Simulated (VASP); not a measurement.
**Ba: single point with PBE**

The system is Ba.

```xyz
1
Lattice="-2.5125 2.5125 2.5125 2.5125 -2.5125 2.5125 2.5125 2.5125 -2.5125" Properties=species:S:1:pos:R:3 pbc="T T T"
Ba    0.0000    0.0000    0.0000
```

```yaml
Program: VASP 6.6.1
Task: single point
Functional: PBE
Potentials_or_basis: VASP PAW PBE potentials, release 64 (Ba_sv)
Cutoff: 500 eV
k_mesh: 5 × 5 × 5
Occupations: fermi-dirac, width 0.1 eV
Spin: no spin polarisation
Dipole_correction: no
Further_INCAR_settings: ALGO = Normal; EDIFF = 1e-06; NBANDS = 11
```

- Pressure: 0.0 GPa
- Band gap on the k mesh: zero (band 5 reaches 1.79 eV, above the bottom of band 6 at 1.30 eV)

Levels at points of the mesh, in eV from the Fermi level:
| k point | band 1 | band 2 | band 3 | band 4 | band 5 | band 6 | band 7 | band 8 | band 9 | band 10 |
| --- | --- | --- | --- | --- | --- | --- | --- | --- | --- | --- |
| (0.00, 0.00, 0.00) | -28.94 | -13.90 | -13.90 | -13.90 | -2.80 | 1.77 | 1.77 | 1.77 | 3.16 | 3.16 |

Wall time 3.5 s on 1 thread of Intel(R) Xeon(R) Platinum 8481C CPU @ 2.70GHz (Sapphire Rapids), on a shared host, peak memory 0.17 GiB.

Caveat: spin-orbit coupling is left out, which moves the levels of the heavy elements.
